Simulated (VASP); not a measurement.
Runs of VASP 6.6.1 on Pb. The structure is that of space group P6/mmm (No. 191), or close to it. The cells are those of the table. 

```tsv
task	cell	cutoff (eV)	gap on the mesh (eV)	pressure (GPa)
relaxation of cell and atoms	relaxed to 140 GPa from a = 2.735, b = 2.735, c = 2.574 Å, angles 90.0, 90.0, 120.0°, 1 atom	600	none	140.0
single point	a = 2.735, b = 2.735, c = 2.574 Å, angles 90.0, 90.0, 120.0°, 1 atom	520	none	(a)
relaxation of cell and atoms	relaxed to 140 GPa from a = 2.723, b = 2.723, c = 2.559 Å, angles 90.0, 90.0, 120.0°, 1 atom	600	none	140.0
single point	a = 2.735, b = 2.735, c = 2.573 Å, angles 90.0, 90.0, 120.0°, 1 atom	520	none	139.9
```

Alike in all rows: level PBE; potentials or basis VASP PAW PBE potentials, release 64 (Pb_d); no spin polarisation; k mesh 16 × 16 × 15; smearing fermi-dirac 0.08 eV.

Question: Estimate the missing entries.

Answer: (a) 139.8.

Caveats: spin-orbit coupling is left out, which moves the levels of the heavy elements; the cell is relaxed towards a set pressure, so the enthalpy falls and the energy may rise (some runs).

A k mesh can miss the band edges, and the runs leave out spin-orbit coupling on Pb.

A gap of «none» marks levels without a gap at the run's occupations.
